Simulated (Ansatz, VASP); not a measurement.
PtSe2: VASP beside Ansatz

```
Se Pt
1.0
     3.70690    0.00000    0.00000
    -1.85345    3.21027    0.00000
     0.00000    0.00000   22.79884
Se Pt
4 2
Direct
  0.66667 0.33333 0.19738
  0.33333 0.66667 0.31359
  0.50000 0.00000 0.45219
  0.83333 0.66667 0.56840
  0.00000 0.00000 0.25548
  0.16667 0.33333 0.51029
```

Alike in both runs: task single point; functional PBE; dispersion D3(BJ); k mesh 9 × 9 × 1; occupations gaussian, width 0.05 eV; no spin polarisation.

|  | VASP | Ansatz |
| --- | --- | --- |
| version | VASP 6.6.1 | Ansatz 0.2.0 |
| potentials or method | VASP PAW PBE potentials, release 64 (Se, Pt), cutoff 520 eV | scalar-relativistic, plane waves, PAW |
| valence electrons in the cell | 44 | 100 |

```csv
,VASP,Ansatz,Ansatz less VASP
gap on the k mesh at the Fermi level (eV),0.68,0.69,+0.010
least direct gap on the mesh (eV),0.93,0.94,+0.010
rms of the force components (eV/Å),0.065,0.066,+0.0003
```

VASP's potentials hold 44 valence electrons a cell and Ansatz's 100, so a difference there can come from the potentials and not from the codes.

Spin-orbit coupling is off throughout.
